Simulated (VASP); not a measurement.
S, 1 atom in the cell. The structure is trigonal, space group R-3m (No. 166). The conventional cell has a = 3.277 Å, b = 3.277 Å, c = 2.584 Å, α = 90.00°, β = 90.00°, γ = 120.00°. Within 2.8 Å of S (site symmetry -3m) lie 14 S at 2.08 to 2.58 Å. 

* Program: VASP 6.6.1
* Task: single point
* Functional: LDA
* Potentials or basis: VASP PAW LDA potentials, release 64 (S)
* Cutoff: 520 eV
* k mesh: 12 × 12 × 12
* Occupations: methfessel-paxton, width 0.1 eV
* Spin: no spin polarisation
* Dipole correction: no
* Further INCAR settings: ALGO = Normal; EDIFF = 1e-07; NBANDS = 9

Potentials or basis: VASP PAW LDA potentials, release 64 (S).

Run with:

```sh
$ cat potpaw_LDA.64/S/POTCAR > POTCAR
$ mpirun -np 1 vasp_std > vasp.out
```

Hardware: 1 thread of Intel(R) Xeon(R) Platinum 8259CL CPU @ 2.50GHz (Skylake/Cascade Lake) (shared host).

Q: Estimate the wall time of this run.

A: Run time: 11 s on 1 thread of Intel(R) Xeon(R) Platinum 8259CL CPU @ 2.50GHz (Skylake/Cascade Lake) (shared host), peak memory 0.13 GiB. Counts: scf iterations 10, k points 476.
